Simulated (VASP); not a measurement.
The system is SnO2.

```
CELL_PARAMETERS angstrom
3.23058 0.00000 0.00000
-1.61529 2.79776 0.00000
0.00000 0.00000 10.79056
ATOMIC_POSITIONS crystal
Sn 0.00000 0.00000 0.50000
Sn 0.00000 0.00000 0.00000
O 0.66667 0.33333 0.40586
O 0.66667 0.33333 0.09414
O 0.33333 0.66667 0.59414
O 0.33333 0.66667 0.90586
```

Base run:

| Quantity | Value |
| --- | --- |
| Program | VASP 6.6.1 |
| Functional | PBEsol |
| Potentials or basis | VASP PAW PBE potentials, release 64 (Sn_d, O) |
| Cutoff | 520 eV |
| k mesh | 12 × 12 × 2 |
| Occupations | gaussian, width 0.01 eV |
| Spin | no spin polarisation |

Its results: band gap on the k mesh 2.05 eV (least direct gap 2.45 eV); pressure -3.8 GPa; largest force 0.335 eV/Å.

Question: The run is repeated on the same cell with these changes: functional from PBEsol to BLYP. What comes out?

Answer: Band gap on the k mesh 2.07 eV (least direct gap 2.46 eV); pressure 4.0 GPa; largest force 0.140 eV/Å.

BLYP binds less tightly than PBEsol, so the same cell stands under more pressure.

Caveats: the PAW data sets were made with another functional, which shifts forces and pressure a little; spin-orbit coupling is left out, which moves the levels of the heavy elements; the cell stands under tension (at least some runs); the cell stands under pressure (at least some runs).

A k mesh can miss the band edges.
